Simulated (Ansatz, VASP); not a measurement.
One calculation of ZrC, two programs

```
Zr C
1.0
     0.00000    2.35021    2.35021
     2.35021    0.00000    2.35021
     2.35021    2.35021    0.00000
Zr C
1 1
Direct
  0.50000 0.50000 0.50000
  0.00000 0.00000 0.00000
```

Alike in both runs: task single point; functional PBE; dispersion D4; k mesh 15 × 15 × 15; occupations fermi-dirac, width 0.05 eV; no spin polarisation; Hubbard terms Zr d U = 6.0 eV.

|  | VASP | Ansatz |
| --- | --- | --- |
| version | VASP 6.6.1 | Ansatz 0.2.0 |
| potentials or method | VASP PAW PBE potentials, release 64 (Zr_sv, C), cutoff 520 eV | all-electron LAPW, non-relativistic |

```csv
,VASP,Ansatz,Ansatz less VASP
gap on the k mesh at the Fermi level (eV),none,none,-
pressure (GPa),15.5,8.9,-6.66
```

The programs project onto different local orbitals, so the same U acts differently, and such runs can settle in different states. A gap of «none» marks a metal or a gap that the smearing closes. Ansatz ran all-electron here, and VASP with PAW potentials. Ansatz's warnings: filled band counts differ across k points.
